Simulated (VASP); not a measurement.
# Pb (Cmce) in VASP: single point with r2SCAN

Aim: the single point of Pb with r2SCAN.

Everything below comes from runs of VASP 6.6.1. Logs are shortened: lines on timing, memory, paths and dates and some standing lists are left out, and cuts for length are marked.

## (1) The cell of the first run

It takes space group Cmce (No. 64, orthorhombic). The conventional cell has a = 5.377 Å, b = 9.876 Å, c = 5.513 Å, α = 90.00°, β = 90.00°, γ = 90.00°. Pb (site symmetry m) has 7 Pb at 3.22 to 3.36 Å within 4.2 Å.

## (2) Single point, r2SCAN

File POSCAR:

```
Pb
1.0
    2.6883550485     -4.9381330953      0.0000000000
    2.6883550485      4.9381330953      0.0000000000
    0.0000000000      0.0000000000      5.5131576742
Pb
4
Direct
    0.1572616800      0.8427383200      0.0754628540
    0.6572616800      0.3427383200      0.4245371460
    0.8427383200      0.1572616800      0.9245371460
    0.3427383200      0.6572616800      0.5754628540
```

File INCAR.step1:

```
SYSTEM = Pb
  ALGO = Normal
  EDIFF = 1E-5
  ENCUT = 550
  GGA = PE
  GGA_COMPAT = .FALSE.
  ISMEAR = 0
  KPAR = 4
  LASPH = .TRUE.
  LCHARG = .FALSE.
  LREAL = .FALSE.
  LWAVE = .TRUE.
  NBANDS = 36
  NELM = 120
  PREC = Accurate
  SIGMA = 0.1
```

File INCAR.step2:

```
SYSTEM = Pb
  ALGO = Normal
  EDIFF = 1E-6
  ENCUT = 550
  GGA_COMPAT = .FALSE.
  ISIF = 2
  ISMEAR = 0
  ISTART = 1
  KPAR = 4
  LASPH = .TRUE.
  LCHARG = .FALSE.
  LMIXTAU = .TRUE.
  LREAL = .FALSE.
  LWAVE = .FALSE.
  METAGGA = R2SCAN
  NBANDS = 36
  NELM = 120
  PREC = Accurate
  SIGMA = 0.1
```

File KPOINTS:

```
k-points
0
G
  10 10 8
  0 0 0
```

Potentials or basis: VASP PAW PBE potentials, release 64 (Pb_d).

Command:

```
cat potpaw_PBE.64/Pb_d/POTCAR > POTCAR
cp INCAR.step1 INCAR
mpirun -np 4 vasp_std > vasp.out
cp INCAR.step2 INCAR
mpirun -np 4 vasp_std > vasp.out
```

OUTCAR:

```text
SYSTEM = Pb
   EDIFF = 1E-6
   ENCUT = 550
   ISIF = 2
   ISMEAR = 0
   ISTART = 1
   LASPH = .TRUE.
   LREAL = .FALSE.
   METAGGA = R2SCAN
   NELM = 120
   PREC = Accurate

 ion  position               nearest neighbor table
   1  0.157  0.843  0.075-   3 3.22   2 3.31   2 3.31   4 3.31   4 3.31   3 3.36   3 3.36
   2  0.657  0.343  0.425-   4 3.22   1 3.31   1 3.31   3 3.31   3 3.31   4 3.36   4 3.36
   3  0.843  0.157  0.925-   1 3.22   4 3.31   4 3.31   2 3.31   2 3.31   1 3.36   1 3.36
   4  0.343  0.657  0.575-   2 3.22   3 3.31   3 3.31   1 3.31   1 3.31   2 3.36   2 3.36

  LATTYP: Found a base centered orthorhombic cell.
 ALAT       =     5.3767100970
 B/A-ratio  =     1.8368604616
 C/A-ratio  =     1.0253775217

  Lattice vectors:

 A1 = (   2.6883550485,  -4.9381330953,   0.0000000000)
 A2 = (   2.6883550485,   4.9381330953,   0.0000000000)
 A3 = (   0.0000000000,   0.0000000000,   5.5131576742)

Analysis of symmetry for initial positions (statically):
=====================================================================
 Subroutine PRICEL returns:
 Original cell was already a primitive cell.

 Routine SETGRP: Setting up the symmetry group for a
 base centered orthorhombic supercell.

 Subroutine GETGRP returns: Found  8 space group operations
 (whereof  4 operations were pure point group operations)
 out of a pool of  8 trial point group operations.

The static configuration has the point symmetry C_2h.
 The point group associated with its full space group is D_2h.

Analysis of symmetry for dynamics (positions and initial velocities):
=====================================================================
 Subroutine PRICEL returns:
 Original cell was already a primitive cell.

 Routine SETGRP: Setting up the symmetry group for a
 base centered orthorhombic supercell.

 Subroutine GETGRP returns: Found  8 space group operations
 (whereof  4 operations were pure point group operations)
 out of a pool of  8 trial point group operations.

The dynamic configuration has the point symmetry C_2h.
 The point group associated with its full space group is D_2h.

 Subroutine INISYM returns: Found  8 space group operations
 (whereof  4 operations are pure point group operations),
 and found     1 'primitive' translations

----------------------------------------------------------------------------------------

                                     Primitive cell

  volume of cell :     146.3794

  direct lattice vectors                    reciprocal lattice vectors
     2.688355049 -4.938133095  0.000000000     0.185987338 -0.101252840  0.000000000
     2.688355049  4.938133095  0.000000000     0.185987338  0.101252840  0.000000000
     0.000000000  0.000000000  5.513157674     0.000000000  0.000000000  0.181384255

  length of vectors
     5.622491559  5.622491559  5.513157674     0.211762668  0.211762668  0.181384255

  position of ions in fractional coordinates (direct lattice)
     0.157261680  0.842738320  0.075462854
     0.657261680  0.342738320  0.424537146
     0.842738320  0.157261680  0.924537146
     0.342738320  0.657261680  0.575462854

  ion indices of the primitive-cell ions
   primitive index   ion index
                 1           1
                 2           2
                 3           3
                 4           4

----------------------------------------------------------------------------------------

 KPOINTS: k-points

Automatic generation of k-mesh.
 Grid dimensions read from file:
 generate k-points for:   10   10    8

 Generating k-lattice:

  Cartesian coordinates                     Fractional coordinates (reciprocal lattice)
     0.018598734 -0.010125284  0.000000000     0.100000000  0.000000000  0.000000000
     0.018598734  0.010125284  0.000000000     0.000000000  0.100000000  0.000000000
     0.000000000  0.000000000  0.022673032     0.000000000  0.000000000  0.125000000

  Length of vectors
     0.021176267  0.021176267  0.022673032

  Shift w.r.t. Gamma in fractional coordinates (k-lattice)
     0.000000000  0.000000000  0.000000000

 Subroutine IBZKPT returns following result:
 ===========================================

 Found    155 irreducible k-points:

 Following reciprocal coordinates:
            Coordinates               Weight
  0.000000  0.000000  0.000000      1.000000
  0.100000  0.000000  0.000000      4.000000
  0.200000  0.000000  0.000000      4.000000
  0.300000  0.000000  0.000000      4.000000
  0.400000  0.000000  0.000000      4.000000
  0.500000  0.000000  0.000000      2.000000
[... 16 lines left out ...]
  0.300000  0.300000  0.000000      2.000000
  0.400000  0.300000  0.000000      4.000000
 [... further k-points ...]
   k-points           NKPTS =    155   k-points in BZ     NKDIM =    155   number of bands    NBANDS=     36
   number of dos      NEDOS =    301   number of ions     NIONS =      4
   total plane-waves  NPLWV =  96768
   dimension x,y,z NGX =    48 NGY =   48 NGZ =   42
   dimension x,y,z NGXF=    96 NGYF=   96 NGZF=   84
   ions per type =               4
   NGX,Y,Z   is equivalent  to a cutoff of  14.19, 14.19, 12.66 a.u.
   NGXF,Y,Z  is equivalent  to a cutoff of  28.39, 28.39, 25.33 a.u.
 SYSTEM =  Pb
   PREC   = accura    normal or accurate (medium, high low for compatibility)
   ISTART =      1    job   : 0-new  1-cont  2-samecut
   ICHARG =      0    charge: 1-file 2-atom 10-const
   ISPIN  =      1    spin polarized calculation?
   LNONCOLLINEAR =      F non collinear calculations
   LSORBIT =      F    spin-orbit coupling
   LASPH  =      T    aspherical Exc in radial PAW
   ENCUT  =  550.0 eV  40.42 Ry    6.36 a.u.  10.75 10.75 10.54*2*pi/ulx,y,z
   NELM   =    120;   NELMIN=  2; NELMDL=  0     # of ELM steps
   EDIFF  = 0.1E-05   stopping-criterion for ELM
   LREAL  =      F    real-space projection
   EDIFFG = 0.1E-04   stopping-criterion for IOM
   NSW    =      0    number of steps for IOM
   IBRION =     -1    ionic relax: 0-MD 1-quasi-New 2-CG
   NFREE  =      0    steps in history (QN), initial steepest desc. (CG)
   ISIF   =      2    stress and relaxation
   ISYM   =      2    0-nonsym 1-usesym 2-fastsym
   POTIM  = 0.5000    time-step for ionic-motion
   TEBEG  =    0.0;   TEEND  =   0.0 temperature during run
   PSTRESS=    0.0 pullay stress
   NELECT =      56.0000    total number of electrons
   NUPDOWN=      -1.0000    fix difference up-down
   EMIN   =  10.00;   EMAX   =-10.00  energy-range for DOS
   EFERMI =   0.00;   METHOD = LEGACY
   ISMEAR =     0;   SIGMA  =   0.10  broadening in eV -4-tet -1-fermi 0-gaus
   EFERMI_NEDOS =   21; number of points for ismear=-14 and -15
   IALGO  =     38    algorithm
   IMIX   =      4    mixing-type and parameters
     AMIX     =   0.40;   BMIX     =  1.00
     AMIX_MAG =   1.60;   BMIX_MAG =  1.00
  volume/ion in A,a.u.               =      36.59       246.95
  Fermi-wavevector in a.u.,A,eV,Ry     =   1.188441  2.245828 19.216755  1.412392
  Thomas-Fermi vector in A             =   2.324570
   LORBIT       =      0    0 simple, 1 ext, 2 COOP (PROOUT), +10 PAW based schemes
   METAGGA = R2SCAN    functional components
   LHFCALC =     F    Hartree Fock is set to
   AEXX    =    0.0000 exact exchange contribution
   IVDW    =     0    specifies the selected vdW correction
   LEPSILON=     F    determine dielectric tensor
   LRPA    =     F    only Hartree local field effects (RPA)
 non-spin polarized calculation
 Gauss-broadening in eV      SIGMA  =   0.10
  energy-cutoff  :      550.00
  volume of cell :      146.38
 maximum number of plane-waves:      4314
 NGX is ok and might be reduce to    48
   NGX = 21   NGY = 21   NGZ = 21

 number of electron      56.0000004 magnetization

 Free energy of the ion-electron system (eV)
  ---------------------------------------------------
  ext. energy  EPLUGINS =         0.00000000
  ---------------------------------------------------
  free energy    TOTEN  =      -224.78041019 eV

  energy without entropy =     -224.77419705  energy(sigma->0) =     -224.77730362

 E-fermi :   5.3160     XC(G=0):  -9.7469

 val. band max:        5.3122783183   @ k =   0.5000   0.3000   0.5000
 cond. band min:       5.3368760022   @ k =   0.2000   0.2000   0.2500
 fundamental gap:      0.0245976839
 Fermi energy:         5.3159623162

 k-point     1 :       0.0000    0.0000    0.0000
  band No.  band energies     occupation
      1     -12.5350      2.00000
      2     -12.5087      2.00000
      3     -12.4728      2.00000
      4     -12.4620      2.00000
      5     -12.4471      2.00000
      6     -12.4129      2.00000
[... 28 lines left out ...]
     35       9.6881      0.00000
     36      10.2337      0.00000

 k-point     2 :       0.1000    0.0000    0.0000
  band No.  band energies     occupation
      1     -12.5330      2.00000
      2     -12.5055      2.00000
      3     -12.4678      2.00000
      4     -12.4645      2.00000
      5     -12.4545      2.00000
      6     -12.4124      2.00000
[... 28 lines left out ...]
     35       9.4440      0.00000
     36       9.7541      0.00000

 k-point     3 :       0.2000    0.0000    0.0000
  band No.  band energies     occupation
      1     -12.5268      2.00000
      2     -12.4967      2.00000
      3     -12.4776      2.00000
      4     -12.4712      2.00000
      5     -12.4509      2.00000
      6     -12.4066      2.00000
[... 28 lines left out ...]
     35       9.2323      0.00000
     36      10.0436      0.00000

 k-point     4 :       0.3000    0.0000    0.0000
  band No.  band energies     occupation
      1     -12.5189      2.00000
      2     -12.4928      2.00000
      3     -12.4853      2.00000
      4     -12.4804      2.00000
      5     -12.4454      2.00000
      6     -12.4167      2.00000
[... 28 lines left out ...]
     35       9.3427      0.00000
     36      11.0519      0.00000

 k-point     5 :       0.4000    0.0000    0.0000
  band No.  band energies     occupation
      1     -12.5167      2.00000
      2     -12.5062      2.00000
      3     -12.4776      2.00000
      4     -12.4687      2.00000
      5     -12.4486      2.00000
      6     -12.4381      2.00000
[... 655 lines left out ...]
 k-point    22 :      -0.2000    0.2000    0.0000
  band No.  band energies     occupation
      1     -12.5391      2.00000
      2     -12.5035      2.00000
      3     -12.4871      2.00000
      4     -12.4809      2.00000
      5     -12.4558      2.00000
      6     -12.4194      2.00000
[... 28 lines left out ...]
     35      10.2752      0.00000
     36      11.0369      0.00000

 k-point    23 :       0.3000    0.3000    0.0000
  band No.  band energies     occupation
      1     -12.5556      2.00000
      2     -12.5010      2.00000
      3     -12.4903      2.00000
      4     -12.4731      2.00000
      5     -12.4362      2.00000
      6     -12.3988      2.00000
[... 28 lines left out ...]
     35      11.0516      0.00000
     36      11.1379      0.00000

 k-point    24 :       0.4000    0.3000    0.0000
  band No.  band energies     occupation
      1     -12.5620      2.00000
      2     -12.5170      2.00000
      3     -12.4929      2.00000
      4     -12.4694      2.00000
      5     -12.4286      2.00000
      6     -12.4219      2.00000
[... 28 lines left out ...]
     35      10.5598      0.00000
     36      11.5012      0.00000

 [... further k-points ...]

------------------------ aborting loop because EDIFF is reached ----------------------------------------

  FORCE on cell =-STRESS in cart. coord.  units (eV):
  Direction    XX          YY          ZZ          XY          YZ          ZX
  --------------------------------------------------------------------------------------
  -------------------------------------------------------------------------------------
  Total       -0.0033937     -0.0141815     -0.0035842      0.0000000      0.0000000      0.0000000
  in kB       -0.0371455     -0.1552223     -0.0392302      0.0000000      0.0000000      0.0000000
  external PRESSURE =      -0.0771993 kB  Pullay stress =       0.0000000 kB

 VOLUME and BASIS-vectors are now :
 -----------------------------------------------------------------------------
  energy-cutoff  :      550.00
  volume of cell :      146.38
      direct lattice vectors                 reciprocal lattice vectors
     2.688355049 -4.938133095  0.000000000     0.185987338 -0.101252840  0.000000000
     2.688355049  4.938133095  0.000000000     0.185987338  0.101252840  0.000000000
     0.000000000  0.000000000  5.513157674     0.000000000  0.000000000  0.181384255

 POSITION                                       TOTAL-FORCE (eV/Angst)
 -----------------------------------------------------------------------------------
      2.68836      3.38497      0.41604         0.000000      0.002741     -0.001151
      2.68836     -1.55316      2.34054         0.000000      0.002741      0.001151
      2.68836     -3.38497      5.09712         0.000000     -0.002741      0.001151
      2.68836      1.55316      3.17262         0.000000     -0.002741     -0.001151
 -----------------------------------------------------------------------------------
    total drift:                                0.000000     -0.000000      0.000000

  FREE ENERGIE OF THE ION-ELECTRON SYSTEM (eV)
  ---------------------------------------------------
  free  energy   TOTEN  =      -224.7804101932 eV

  energy  without entropy=     -224.7741970521  energy(sigma->0) =     -224.77730362
```

It took 7.2 min on 4 MPI ranks of Intel Xeon 6975P-C (Granite Rapids), shared host; peak memory 0.78 GiB.

Results:

| Property | Result |
| --- | --- |
| Free energy | -224.7804 eV |
| Pressure | 0.0 GPa |
| Band gap on the k mesh | zero (bands 28 and 29 overlap by 1.39 eV) |

Forces in eV/Å, atoms in the order of the input:
```
Pb   0.000  0.003 -0.001
Pb   0.000  0.003  0.001
Pb   0.000 -0.003  0.001
Pb   0.000 -0.003 -0.001
```

Levels at points of the mesh, in eV from the Fermi level:
| k point | band 24 | band 25 | band 26 | band 27 | band 28 | band 29 | band 30 | band 31 | band 32 | band 33 |
| --- | --- | --- | --- | --- | --- | --- | --- | --- | --- | --- |
| (0.00, 0.00, 0.00) | -6.76 | -2.64 | -2.24 | -2.13 | -0.33 | -0.01 | 1.30 | 2.34 | 2.89 | 2.94 |
| (0.50, 0.00, 0.00) | -7.40 | -2.37 | -2.37 | -1.19 | -1.19 | 0.64 | 0.64 | 2.35 | 2.35 | 3.69 |
| (0.50, 0.50, 0.00) | -6.68 | -3.41 | -2.59 | -0.28 | -0.15 | 0.19 | 1.22 | 1.48 | 1.71 | 4.24 |
| (0.00, 0.00, 0.50) | -6.35 | -1.70 | -1.70 | -1.35 | -1.35 | -0.14 | -0.14 | 1.45 | 1.45 | 2.43 |
| (0.50, 0.00, 0.50) | -8.48 | -2.68 | -2.68 | -1.92 | -1.92 | 2.90 | 2.90 | 3.63 | 3.63 | 4.71 |
| (0.50, 0.50, 0.50) | -7.93 | -2.24 | -2.24 | -1.94 | -1.94 | 1.67 | 1.67 | 3.10 | 3.10 | 4.70 |

Caveat: the PAW data sets were made with another functional, which shifts forces and pressure a little; spin-orbit coupling is left out, which moves the levels of the heavy elements.

The gap in the log of VASP goes by the Fermi energy; the results here count the filled bands.